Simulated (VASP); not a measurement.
## ZnSn2O8 (a cell with a defect): single point with PBE

The system is ZnSn2O8 (a cell with a defect).

```xyz
11
Lattice="0.0000 4.8272 -3.2382 0.0000 -4.8272 -3.2382 -4.8272 0.0000 3.2382" Properties=species:S:1:pos:R:3 pbc="T T T"
Zn   -2.4136   -2.4136    0.0000
Sn    0.0000    0.0000    0.0000
Sn   -0.0001   -0.0001   -3.2382
O    -3.8556   -0.9716   -1.5754
O    -3.8556   -0.9716    1.5754
O    -0.9716    0.9716   -4.8136
O    -0.9716    0.9716   -1.6628
O    -3.3611    1.4660    0.0000
O    -3.5538   -3.5538    0.0000
O    -1.4662   -1.4662   -3.2381
O    -1.2733   -1.2733    0.0000
```

| Property | Result |
| --- | --- |
| Program | VASP 6.6.1 |
| Task | single point |
| Functional | PBE |
| Potentials or basis | VASP PAW PBE potentials, release 64 (Zn, Sn_d, O) |
| Cutoff | 520 eV |
| k mesh | 3 × 3 × 3 |
| Occupations | gaussian, width 0.02 eV |
| Spin | no spin polarisation |

```
Pressure               : 10.8 GPa
Largest force          : 0.363 eV/Å
Band gap on the k mesh : zero (bands 44 and 45 overlap by 0.18 eV)
```

Forces on the atoms (eV/Å):
```
Zn   0.000  0.000  0.000
Sn   0.000  0.000  0.000
Sn  -0.001 -0.001  0.000
O    0.029 -0.029 -0.011
O    0.029 -0.029  0.011
O   -0.029  0.029 -0.011
O   -0.029  0.029  0.011
O    0.049  0.049  0.000
O   -0.257 -0.257  0.000
O   -0.049 -0.049  0.000
O    0.257  0.257  0.000
```

Stress tensor (GPa, compression positive):
```
16.92 19.72  0.00
19.72 16.92  0.00
 0.00  0.00 -1.37
```

Levels at points of the mesh, in eV from the Fermi level:
| k point | band 42 | band 43 | band 44 | band 45 | band 46 | band 47 |
| --- | --- | --- | --- | --- | --- | --- |
| (0.00, 0.00, 0.00) | -0.06 | -0.01 | 0.00 | 0.10 | 0.37 | 0.45 |

Wall time 4.7 min on 1 thread of Intel Xeon 8259CL, on a shared host, peak memory 0.36 GiB.

Caveat: the k points lie up to 0.45 Å⁻¹ apart; spin-orbit coupling is left out, which moves the levels of the heavy elements.
